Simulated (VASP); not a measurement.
# NbN in VASP: relaxation of the atoms with PBE+D3(BJ)

Aim: the relaxation of the atoms of NbN with PBE+D3(BJ).

Program: VASP 6.6.1. These are calculated values, not measurements. Logs are shortened: lines on timing, memory, paths and dates and some standing lists are left out, and cuts for length are marked.

**1. The cell of the first run**

The cell holds a slab with vacuum, 24 atoms: a = 6.201 Å, b = 6.201 Å, c = 22.329 Å, α = 90.00°, β = 90.00°, γ = 120.00°.

**2. Relaxation of the atoms, PBE+D3(BJ)**

File INCAR:

```
  PREC = Accurate
  ENCUT = 520
  EDIFF = 1E-6
  ISMEAR = 0
  SIGMA = 0.1
  LREAL = Auto
  LASPH = True
  NELM = 60
  ALGO = Normal
  ISIF = 2
  LWAVE = False
  LCHARG = False
  LDIPOL = True
  IDIPOL = 3
  DIPOL = 0.5 0.5 0.500
  GGA = PE
  IVDW = 12
  IBRION = 2
  NSW = 90
  EDIFFG = -0.03
  KPAR = 4
```

File KPOINTS:

```
regular mesh
0
Gamma
  4 4 1
```

File POSCAR:

```
NbN
1.0
    6.2011598397      0.0000000000      0.0000000000
   -3.1005799199      5.3703619541      0.0000000000
    0.0000000000      0.0000000000     22.3290322587
Nb N
12 12
Selective dynamics
Direct
    0.1666666667      0.3333333333      0.3582779543  F F F
    0.1666666667      0.8333333333      0.3582779543  F F F
    0.6666666667      0.3333333333      0.3582779543  F F F
    0.6666666667      0.8333333333      0.3582779543  F F F
    0.5000000000      0.5000000000      0.4716555909  F F F
    0.5000000000      0.0000000000      0.4716555909  F F F
    0.0000000000      0.5000000000      0.4716555909  F F F
    0.0000000000      0.0000000000      0.4716555909  F F F
    0.8333333333      0.6666666667      0.5850332274  T T T
    0.8333333333      0.1666666667      0.5850332274  T T T
    0.3333333333      0.6666666667      0.5850332274  T T T
    0.3333333333      0.1666666667      0.5850332274  T T T
    0.3333333333      0.1666666667      0.4149667726  F F F
    0.3333333333      0.6666666667      0.4149667726  F F F
    0.8333333333      0.1666666667      0.4149667726  F F F
    0.8333333333      0.6666666667      0.4149667726  F F F
    0.6666666667      0.3333333333      0.5283444091  T T T
    0.6666666667      0.8333333333      0.5283444091  T T T
    0.1666666667      0.3333333333      0.5283444091  T T T
    0.1666666667      0.8333333333      0.5283444091  T T T
    0.0000000000      0.5000000000      0.6417220457  T T T
    0.0000000000      0.0000000000      0.6417220457  T T T
    0.5000000000      0.5000000000      0.6417220457  T T T
    0.5000000000      0.0000000000      0.6417220457  T T T
```

Potentials or basis: VASP PAW PBE potentials, release 64 (Nb_sv, N).

Started as:

```
$ cat potpaw_PBE.64/Nb_sv/POTCAR potpaw_PBE.64/N/POTCAR > POTCAR
$ mpirun -np 4 vasp_std > vasp.out
```

OUTCAR:

```text
PREC = Accurate
   ENCUT = 520
   EDIFF = 1E-6
   ISMEAR = 0
   LREAL = Auto
   LASPH = True
   NELM = 60
   ISIF = 2
   GGA = PE
   IVDW = 12
   IBRION = 2
   NSW = 90
   EDIFFG = -0.03
 IVDW          = 12

 ion  position               nearest neighbor table
   1  0.167  0.333  0.358-  13 2.19  15 2.19  14 2.19
   2  0.167  0.833  0.358-  14 2.19  16 2.19  13 2.19
   3  0.667  0.333  0.358-  15 2.19  13 2.19  16 2.19
   4  0.667  0.833  0.358-  16 2.19  14 2.19  15 2.19
   5  0.500  0.500  0.472-  19 2.19  18 2.19  17 2.19  16 2.19  13 2.19  14 2.19
   6  0.500  0.000  0.472-  20 2.19  17 2.19  18 2.19  15 2.19  14 2.19  13 2.19
   7  0.000  0.500  0.472-  17 2.19  20 2.19  19 2.19  14 2.19  15 2.19  16 2.19
   8  0.000  0.000  0.472-  18 2.19  19 2.19  20 2.19  13 2.19  16 2.19  15 2.19
   9  0.833  0.667  0.585-  18 2.19  23 2.19  22 2.19  20 2.19  17 2.19  21 2.19
  10  0.833  0.167  0.585-  17 2.19  24 2.19  21 2.19  19 2.19  18 2.19  22 2.19
[... 21 lines left out ...]
 A1 = (   6.2011598397,   0.0000000000,   0.0000000000)
 A2 = (  -3.1005799199,   5.3703619541,   0.0000000000)
 A3 = (   0.0000000000,   0.0000000000,  22.3290322587)

Analysis of symmetry for initial positions (statically):
=====================================================================
 Subroutine PRICEL returns following result:

  LATTYP: Found a hexagonal cell.
 ALAT       =     3.1005799198
 C/A-ratio  =     7.2015664282
[... 12 lines left out ...]
 Subroutine GETGRP returns: Found  6 space group operations
 (whereof  6 operations were pure point group operations)
 out of a pool of 24 trial point group operations.

The static configuration has the point symmetry C_3v.

Analysis of symmetry for dynamics (positions and initial velocities):
=====================================================================
 Subroutine PRICEL returns following result:

  LATTYP: Found a hexagonal cell.
 ALAT       =     3.1005799198
 C/A-ratio  =     7.2015664282
[... 12 lines left out ...]
 Subroutine GETGRP returns: Found  6 space group operations
 (whereof  6 operations were pure point group operations)
 out of a pool of 24 trial point group operations.

The dynamic configuration has the point symmetry C_3v.

Analysis of constrained symmetry for selective dynamics:
=====================================================================
 Subroutine PRICEL returns following result:

  LATTYP: Found a hexagonal cell.
 ALAT       =     3.1005799198
 C/A-ratio  =     7.2015664282
[... 12 lines left out ...]
 Subroutine GETGRP returns: Found  6 space group operations
 (whereof  6 operations were pure point group operations)
[... 138 lines left out ...]

  energy without entropy =     -232.97545642  energy(sigma->0) =     -233.02188501

------------------------ aborting loop because EDIFF is reached ----------------------------------------

 Edisp (eV)   -8.57002

 E8    (eV) :    -3.8637
[... 47 lines left out ...]
  FREE ENERGIE OF THE ION-ELECTRON SYSTEM (eV)
  ---------------------------------------------------
  free  energy   TOTEN  =      -241.6383345903 eV

  energy  without entropy=     -241.5454773959  energy(sigma->0) =     -241.59190599

 dipolmoment           0.000000      0.000000     -0.998709 electrons x Angstroem

--------------------------------------- Ionic step        2  -------------------------------------------

 number of electron     215.9999996 magnetization

------------------------ aborting loop because EDIFF is reached ----------------------------------------

 vacuum level on the upper side and lower side of the slab       (xc-potential included)        -0.021        -0.297

 Edisp (eV)   -8.46153

 E8    (eV) :    -3.8000

  FORCE on cell =-STRESS in cart. coord.  units (eV):
  Direction    XX          YY          ZZ          XY          YZ          ZX
  --------------------------------------------------------------------------------------
  -------------------------------------------------------------------------------------
  Total      -2.59027    -2.59027    -8.51762     0.00000     0.00000    -0.00000
  in kB      -5.58097    -5.58097   -18.35196     0.00000     0.00000    -0.00000
  external pressure =       -9.84 kB  Pullay stress =        0.00 kB
[... 101 lines left out ...]
  FREE ENERGIE OF THE ION-ELECTRON SYSTEM (eV)
  ---------------------------------------------------
  free  energy   TOTEN  =      -245.0806722002 eV

  energy  without entropy=     -244.9837625816  energy(sigma->0) =     -245.03221739

[... ionic steps 4 to 8 ...]

--------------------------------------- Ionic step        9  -------------------------------------------

 number of electron     216.0000003 magnetization

------------------------ aborting loop because EDIFF is reached ----------------------------------------
[... 119 lines left out ...]
--------------------------------------- Ionic step       11  -------------------------------------------

 number of electron     215.9999998 magnetization

 dipolmoment           0.000000      0.000000      0.156169 electrons x Angstroem

 Free energy of the ion-electron system (eV)
  ---------------------------------------------------
  ext. energy  EPLUGINS =         0.00000000
  ---------------------------------------------------
  free energy    TOTEN  =      -236.61545740 eV

  energy without entropy =     -236.50711406  energy(sigma->0) =     -236.56128573

 E-fermi :   1.2663     XC(G=0):  -5.5204

 val. band max:        1.2014403347   @ k =   0.5000   0.0000   0.0000
 cond. band min:       1.2668106956   @ k =   0.2500   0.0000   0.0000
 fundamental gap:      0.0653703609
 Fermi energy:         1.2662655712

 k-point     1 :       0.0000    0.0000    0.0000
  band No.  band energies     occupation
      1     -55.1350      2.00000
      2     -55.0394      2.00000
      3     -55.0358      2.00000
      4     -55.0358      2.00000
      5     -55.0358      2.00000
      6     -54.9488      2.00000
[... 481 lines left out ...]
    119       2.4583      0.00000
    120       2.5149      0.00000
 [bands above 120 left out]

------------------------ aborting loop because EDIFF is reached ----------------------------------------

 vacuum level on the upper side and lower side of the slab       (xc-potential included)         0.270        -0.539

 Edisp (eV)   -8.54365

 E8    (eV) :    -3.8414

  FORCE on cell =-STRESS in cart. coord.  units (eV):
  Direction    XX          YY          ZZ          XY          YZ          ZX
  --------------------------------------------------------------------------------------
  -------------------------------------------------------------------------------------
  Total      -7.62907    -7.62907    -3.22210     0.00000    -0.00000     0.00000
  in kB     -16.43749   -16.43749    -6.94229     0.00000    -0.00000     0.00000
  external pressure =      -13.27 kB  Pullay stress =        0.00 kB
[... 39 lines left out ...]
  FREE ENERGIE OF THE ION-ELECTRON SYSTEM (eV)
  ---------------------------------------------------
  free  energy   TOTEN  =      -245.1591111492 eV

  energy  without entropy=     -245.0507678013  energy(sigma->0) =     -245.10493948

 reached required accuracy - stopping structural energy minimisation

 vacuum level on the upper side and lower side of the slab         6.783         5.948
```

Run time: 51 min. Hardware: 4 MPI ranks of Intel Xeon Platinum 8259CL at 2.50GHz (Skylake/Cascade Lake), shared host; peak memory 1.1 GiB.

What came out:

```
Free energy                : -245.1591 eV
Energy gained by relaxing  : 146.7 meV/atom
Ionic steps                : 11
Band gap on the k mesh     : zero (bands 108 and 109 overlap by 0.08 eV)
Dispersion energy per atom : -0.356 eV
```

Step by step:
```csv
step,energy change (eV),largest force on free atoms (eV/Å),pressure (GPa)
1,0.0000,5.0357,-3.90
2,-3.1378,1.8018,-0.98
3,-3.4423,0.3893,-2.07
4,-3.4416,0.3883,-2.14
5,-3.4838,0.2342,-1.99
6,-3.4984,0.1383,-1.82
7,-3.5066,0.1257,-1.74
8,-3.5163,0.1128,-1.57
9,-3.5173,0.1444,-1.49
10,-3.5207,0.0379,-1.30
11,-3.5208,0.0188,-1.33
```

Final structure:
```cif
data_structure
_symmetry_space_group_name_H-M 'P 1'
_symmetry_Int_Tables_number 1
_cell_length_a 6.2012
_cell_length_b 6.2012
_cell_length_c 22.3290
_cell_angle_alpha 90.000
_cell_angle_beta 90.000
_cell_angle_gamma 120.000
_cell_volume 743.61
loop_
_atom_site_label
_atom_site_type_symbol
_atom_site_fract_x
_atom_site_fract_y
_atom_site_fract_z
_atom_site_occupancy
Nb1 Nb 0.16667 0.33333 0.35828 1
Nb2 Nb 0.16667 0.83333 0.35828 1
Nb3 Nb 0.66667 0.33333 0.35828 1
Nb4 Nb 0.66667 0.83333 0.35828 1
Nb5 Nb 0.50000 0.50000 0.47166 1
Nb6 Nb 0.50000 0.00000 0.47166 1
Nb7 Nb 0.00000 0.50000 0.47166 1
Nb8 Nb 0.00000 0.00000 0.47166 1
Nb9 Nb 0.83333 0.66667 0.59092 1
Nb10 Nb 0.83333 0.16667 0.59092 1
Nb11 Nb 0.33333 0.66667 0.59092 1
Nb12 Nb 0.33333 0.16667 0.59092 1
N1 N 0.33333 0.16667 0.41497 1
N2 N 0.33333 0.66667 0.41497 1
N3 N 0.83333 0.16667 0.41497 1
N4 N 0.83333 0.66667 0.41497 1
N5 N 0.66667 0.33333 0.52786 1
N6 N 0.66667 0.83333 0.52786 1
N7 N 0.16667 0.33333 0.52786 1
N8 N 0.16667 0.83333 0.52786 1
N9 N 0.00000 0.50000 0.63152 1
N10 N 0.00000 0.00000 0.63152 1
N11 N 0.50000 0.50000 0.63152 1
N12 N 0.50000 0.00000 0.63152 1
```

Levels at points of the mesh, in eV from the Fermi level:
```tsv
k point	band 105	band 106	band 107	band 108	band 109	band 110
(0.00, 0.00, 0.00)	-0.26	-0.26	0.08	0.08	0.08	0.21
(0.50, 0.00, 0.00)	-0.30	-0.30	-0.06	-0.06	0.14	0.14
```

The gap in the log of VASP goes by the Fermi energy; the results here count the filled bands.